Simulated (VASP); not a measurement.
A run of VASP 6.6.1:

POSCAR

```
C
1.0
    0.0000000000      2.0550234880      1.3357652672
    2.0550234880      0.0000000000      1.3357652672
    2.0550234880      2.0550234880      0.0000000000
C
2
Direct
    0.5000000000      0.5000000000      0.5000000000
    0.7500000000      0.7500000000      0.7500000000
```

INCAR.step1

```
SYSTEM = C
PREC     = Accurate       ! precision mode
ENCUT    = 520            ! plane-wave cutoff, eV
ISMEAR   = 0              ! smearing method
SIGMA    = 0.05           ! smearing width, eV
LREAL    = .FALSE.        ! projectors in reciprocal space
LASPH    = .TRUE.         ! aspherical terms in the spheres
NELM     = 80             ! most SCF steps
NBANDS   = 11             ! bands
GGA      = PE             ! functional
ALGO     = Normal         ! electronic algorithm
EDIFF    = 1E-4           ! SCF threshold, eV
LWAVE    = .TRUE.         ! write WAVECAR
LCHARG   = .FALSE.        ! write CHGCAR
```

INCAR.step2

```
SYSTEM = C
PREC     = Accurate       ! precision mode
ENCUT    = 520            ! plane-wave cutoff, eV
EDIFF    = 1E-6           ! SCF threshold, eV
ISMEAR   = 0              ! smearing method
SIGMA    = 0.05           ! smearing width, eV
LREAL    = .FALSE.        ! projectors in reciprocal space
LASPH    = .TRUE.         ! aspherical terms in the spheres
NELM     = 80             ! most SCF steps
ALGO     = Normal         ! electronic algorithm
ISIF     = 2              ! what is computed and relaxed
LWAVE    = .FALSE.        ! write WAVECAR
LCHARG   = .FALSE.        ! write CHGCAR
METAGGA  = R2SCAN         ! meta-GGA
LMIXTAU  = .TRUE.       
NBANDS   = 11             ! bands
ISTART   = 1
```

KPOINTS

```
regular mesh
0
G
  12 12 12
  0 0 0
```

Potentials or basis: VASP PAW PBE potentials, release 64 (C).

Run with:

```console
$ cat potpaw_PBE.64/C/POTCAR > POTCAR
$ cp INCAR.step1 INCAR
$ mpirun -np 1 vasp_std > vasp.out
$ cp INCAR.step2 INCAR
$ mpirun -np 1 vasp_std > vasp.out
```

Hardware: 1 thread of AMD EPYC 9R45 (Zen 5) (shared host).

Problem. How long does it take, and how much memory?

Solution. Run time: 65 s on 1 thread of AMD EPYC 9R45 (Zen 5), on a shared host, peak memory 0.09 GiB. Counts: k points 163.
